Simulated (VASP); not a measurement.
# Eu (Im-3m) in VASP: notebook, part 2 of 2

VASP 6.6.1. The steps go on from the part before.

### Step 5. Single point, PBE, collinear spin, ferromagnetic start

Contents of INCAR:

```
SYSTEM = Eu
PREC = Accurate ; ENCUT = 520
EDIFF = 1E-6 ; ISMEAR = -1
SIGMA = 0.05 ; LREAL = .False.
LASPH = .True. ; NELM = 150
ALGO = Normal ; ISIF = 2
LWAVE = .False. ; LCHARG = .False.
ISPIN = 2 ; MAGMOM = 7
LORBIT = 11 ; NUPDOWN = 7.0
LMAXMIX = 6 ; GGA = PE
NBANDS = 18
```

Contents of KPOINTS:

```
regular mesh
0
Gamma
  7 7 7
  0 0 0
```

Contents of POSCAR:

```
Eu
1.0
   -2.3030000000      2.3030000000      2.3030000000
    2.3030000000     -2.3030000000      2.3030000000
    2.3030000000      2.3030000000     -2.3030000000
Eu
1
Direct
    0.0000000000      0.0000000000      0.0000000000
```

Potentials or basis: VASP PAW PBE potentials, release 64 (Eu).

Started as:

```bash
cat potpaw_PBE.64/Eu/POTCAR > POTCAR
mpirun -np 1 vasp_std > vasp.out
```

OUTCAR:

```text
SYSTEM = Eu
   PREC = Accurate
   ENCUT = 520
   EDIFF = 1E-6
   ISMEAR = -1
   LREAL = .False.
   LASPH = .True.
   NELM = 150
   ISIF = 2
   ISPIN = 2
   LORBIT = 11
   NUPDOWN = 7.0
   GGA = PE

 ion  position               nearest neighbor table
   1  0.000  0.000  0.000-

  LATTYP: Found a body centered cubic cell.
 ALAT       =     4.6060000000

  Lattice vectors:

 A1 = (  -2.3030000000,   2.3030000000,   2.3030000000)
 A2 = (   2.3030000000,  -2.3030000000,   2.3030000000)
 A3 = (   2.3030000000,   2.3030000000,  -2.3030000000)

Analysis of symmetry for initial positions (statically):
=====================================================================
 Subroutine PRICEL returns:
 Original cell was already a primitive cell.

 Routine SETGRP: Setting up the symmetry group for a
 body centered cubic supercell.

 Subroutine GETGRP returns: Found 48 space group operations
 (whereof 48 operations were pure point group operations)
 out of a pool of 48 trial point group operations.

The static configuration has the point symmetry O_h .

[... 594 lines left out ...]
     18       7.4301      0.00000
 Fermi energy:         1.6861484081

 spin component 2

 k-point     1 :       0.0000    0.0000    0.0000
  band No.  band energies     occupation
      1     -37.1012      1.00000
      2     -16.5693      1.00000
      3     -16.5693      1.00000
      4     -16.5693      1.00000
      5      -2.0257      1.00000
      6       4.1594      0.00000
[... 397 lines left out ...]
      5       1.4173      0.99540
      6       1.4763      0.98519
[... 10 lines left out ...]
     17       7.2059      0.00000
     18       8.4681      0.00000

------------------------ aborting loop because EDIFF is reached ----------------------------------------

  FORCE on cell =-STRESS in cart. coord.  units (eV):
  Direction    XX          YY          ZZ          XY          YZ          ZX
  --------------------------------------------------------------------------------------
  -------------------------------------------------------------------------------------
  Total       -0.5723909     -0.5723909     -0.5723909     -0.0000000      0.0000000     -0.0000000
  in kB      -18.7698811    -18.7698811    -18.7698811     -0.0000000      0.0000000     -0.0000000
  external PRESSURE =     -18.7698811 kB  Pullay stress =       0.0000000 kB

 VOLUME and BASIS-vectors are now :
 -----------------------------------------------------------------------------
  energy-cutoff  :      520.00
  volume of cell :       48.86
      direct lattice vectors                 reciprocal lattice vectors
    -2.303000000  2.303000000  2.303000000     0.000000000  0.217108120  0.217108120
     2.303000000 -2.303000000  2.303000000     0.217108120  0.000000000  0.217108120
     2.303000000  2.303000000 -2.303000000     0.217108120  0.217108120  0.000000000

 POSITION                                       TOTAL-FORCE (eV/Angst)
 -----------------------------------------------------------------------------------
      0.00000      0.00000      0.00000         0.000000      0.000000      0.000000
 -----------------------------------------------------------------------------------
    total drift:                                0.000000     -0.000000      0.000000

  FREE ENERGIE OF THE ION-ELECTRON SYSTEM (eV)
  ---------------------------------------------------
  free  energy   TOTEN  =       -11.3786795654 eV

  energy  without entropy=      -11.3664759356  energy(sigma->0) =      -11.37257775

 total charge

# of ion       s       p       d       f       tot
--------------------------------------------------
    1        2.081   5.718   0.228   6.680  14.706

 magnetization (x)

# of ion       s       p       d       f       tot
--------------------------------------------------
    1       -0.006  -0.109   0.058   6.677   6.620
```

OSZICAR:

```text
N       E                     dE             d eps       ncg     rms          rms(c)
DAV:   1     0.115267001172E+03    0.11527E+03   -0.66476E+03  1712   0.399E+03
DAV:   2     0.110183750477E+02   -0.10425E+03   -0.95320E+02  1842   0.306E+02
DAV:   3    -0.693401794969E+01   -0.17952E+02   -0.17597E+02  2212   0.107E+02
DAV:   4    -0.874060135904E+01   -0.18066E+01   -0.17967E+01  2832   0.271E+01
DAV:   5    -0.883470534887E+01   -0.94104E-01   -0.93944E-01  2574   0.691E+00    0.275E+01
DAV:   6    -0.123163822855E+02   -0.34817E+01   -0.28024E+00  1826   0.189E+01    0.168E+01
DAV:   7    -0.115099026910E+02    0.80648E+00   -0.24517E+00  2098   0.274E+01    0.144E+01
DAV:   8    -0.113798187483E+02    0.13008E+00   -0.55562E-01  2174   0.154E+01    0.432E+00
DAV:   9    -0.114170158791E+02   -0.37197E-01   -0.22781E-01  2370   0.844E+00    0.684E+00
DAV:  10    -0.114024635989E+02    0.14552E-01   -0.13168E-02  2526   0.967E-01    0.553E+00
DAV:  11    -0.113941275004E+02    0.83361E-02   -0.37729E-03  2020   0.118E+00    0.414E+00
DAV:  12    -0.113804948980E+02    0.13633E-01   -0.19394E-02  2112   0.275E+00    0.143E+00
DAV:  13    -0.113789665718E+02    0.15283E-02   -0.38777E-03  2728   0.105E+00    0.551E-01
DAV:  14    -0.113787945630E+02    0.17201E-03   -0.33206E-04  2808   0.239E-01    0.351E-01
DAV:  15    -0.113787103943E+02    0.84169E-04   -0.11845E-04  2568   0.181E-01    0.146E-01
DAV:  16    -0.113786755889E+02    0.34805E-04   -0.15695E-04  2382   0.223E-01    0.348E-02
DAV:  17    -0.113786798672E+02   -0.42783E-05   -0.19456E-05  2830   0.468E-02    0.604E-02
DAV:  18    -0.113786795654E+02    0.30180E-06   -0.47837E-06  2306   0.324E-02
   1 F= -.11378680E+02 E0= -.11372578E+02  d E =-.122036E-01  mag=     7.0000
```

It took 41 s on 1 thread of AMD EPYC 7R13 (Zen 3), shared host; peak memory 0.18 GiB.

What came out:

* Free energy: -11.3787 eV
* Pressure: -1.9 GPa
* Net moment: 7.00 μB per cell
* Site moments: Eu +6.62 μB
* Valence electrons inside the program's atomic spheres: Eu 14.71

Caveat: the total moment is fixed, so each spin has its own Fermi level. The state reached can hang on the start; a lower one may exist.

### Step 6. Single point, PBE, collinear spin, ferromagnetic start

Contents of INCAR:

```
  PREC = Accurate
  ENCUT = 520
  EDIFF = 1E-6
  ISMEAR = -1
  SIGMA = 0.05
  LREAL = F
  LASPH = T
  NELM = 150
  ALGO = Normal
  ISIF = 2
  LWAVE = F
  LCHARG = F
  ISPIN = 2
  MAGMOM = 8.8
  LORBIT = 11
  NUPDOWN = 8.8
  LMAXMIX = 6
  GGA = PE
  NBANDS = 18
```

Contents of KPOINTS:

```
regular mesh
0
Gamma
  7 7 7
```

POSCAR is that of step 5.

Potentials or basis: VASP PAW PBE potentials, release 64 (Eu).

Started as:

```bash
cat potpaw_PBE.64/Eu/POTCAR > POTCAR
mpirun -np 1 vasp_std > vasp.out
```

It took 44 s on 1 thread of AMD EPYC 7R13 (Zen 3), shared host; peak memory 0.18 GiB.

It converged, with:

```yaml
Free_energy: -10.9954 eV
Pressure: -2.2 GPa
Net_moment: 8.80 μB per cell
Site_moments: Eu +6.99 μB
Valence_electrons_inside_the_program's_atomic_spheres: Eu 14.78
```

Caveat: the total moment is fixed, so each spin has its own Fermi level. The state reached can hang on the start; a lower one may exist.

### Step 7. Summary

| spin | fixed moment (μB) | pressure (GPa) | moment (μB) |
| --- | --- | --- | --- |
| collinear, zero start | 0.0 | -2.4 | 0.00 |
| collinear, ferromagnetic start | 3.5 | -4.1 | 3.50 |
| collinear, ferromagnetic start | 5.2 | -0.9 | 5.20 |
| collinear, ferromagnetic start | 7.0 | -1.9 | 7.00 |
| collinear, ferromagnetic start | 8.8 | -2.2 | 8.80 |

Alike in all rows: task single point; level PBE; potentials or basis VASP PAW PBE potentials, release 64 (Eu); cell as given; k mesh 7 × 7 × 7; cutoff (eV) 520; smearing fermi-dirac 0.05 eV.

Caveats: the total moment is fixed, so each spin has its own Fermi level.

Total energies depend on the potentials used, so only differences within one code and one set of settings carry meaning.
